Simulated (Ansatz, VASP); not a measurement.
Two plane-wave programs on Co3N2

```
Co N
1.0
     3.13918    0.00000    0.00000
    -1.56959    2.71861    0.00000
     0.00000    0.00000    5.30646
Co N
3 2
Direct
  0.00000 0.00000 0.00000
  0.33333 0.66667 0.65775
  0.66667 0.33333 0.34225
  0.33333 0.66667 0.24906
  0.66667 0.33333 0.75094
```

Alike in both runs: functional PBE; k mesh 12 × 12 × 8; occupations gaussian, width 0.1 eV; collinear spin.

Ansatz relaxed the structure, and its values are those at the end. VASP's run is a single point on that final structure, the one shown.

|  | VASP | Ansatz |
| --- | --- | --- |
| version | VASP 6.6.1 | Ansatz 0.2.0 |
| potentials or method | VASP PAW PBE potentials, release 64 (Co, N), cutoff 520 eV | scalar-relativistic, plane waves, PAW |
| valence electrons in the cell | 37 | 61 |

|  | VASP | Ansatz | Ansatz less VASP |
| --- | --- | --- | --- |
| gap on the k mesh at the Fermi level (eV) | none | none | - |
| pressure (GPa) | -0.2 | 0.0 | +0.23 |
| rms of the force components (eV/Å) | 0.012 | 0.001 | -0.0112 |
| net moment per atom (μB) | 0.44 | 0.45 | +0.005 |
| size of the moment on the site where the two differ most (μB) | 0.27 | 0.27 | -0.003 |

Site moments also hang on the region over which each program counts them. A gap of «none» marks a metal or a gap that the smearing closes. VASP's potentials hold 37 valence electrons a cell and Ansatz's 61, so a difference there can come from the potentials and not from the codes.
